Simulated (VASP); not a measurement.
Crystal: MgS (Niningerite).

```
S Mg
1.0
     0.00000    2.56649    2.56649
     2.56649    0.00000    2.56649
     2.56649    2.56649    0.00000
S Mg
1 1
Direct
  0.50000 0.50000 0.50000
  0.00000 0.00000 0.00000
```

Base run:

```yaml
Program: VASP 6.6.1
Functional: PBEsol
Potentials_or_basis: VASP PAW PBE potentials, release 64 (S, Mg)
Cutoff: 520 eV
k_mesh: 9 × 9 × 9
Occupations: fermi-dirac, width 0.05 eV
Spin: no spin polarisation
```

Its results: band gap on the k mesh 2.92 eV, indirect (least direct gap 3.92 eV); pressure 2.2 GPa.

Q: The run is repeated on the same cell with these changes: functional from PBEsol to r2SCAN. What comes out?

A: Band gap on the k mesh 3.65 eV, indirect (least direct gap 4.97 eV); pressure 3.0 GPa.

r2SCAN gives the wider gap, since meta-GGAs in the generalised Kohn-Sham scheme recover part of the derivative discontinuity.

Caveats: the PAW data sets were made with another functional, which shifts forces and pressure a little.

A k mesh can miss the band edges.
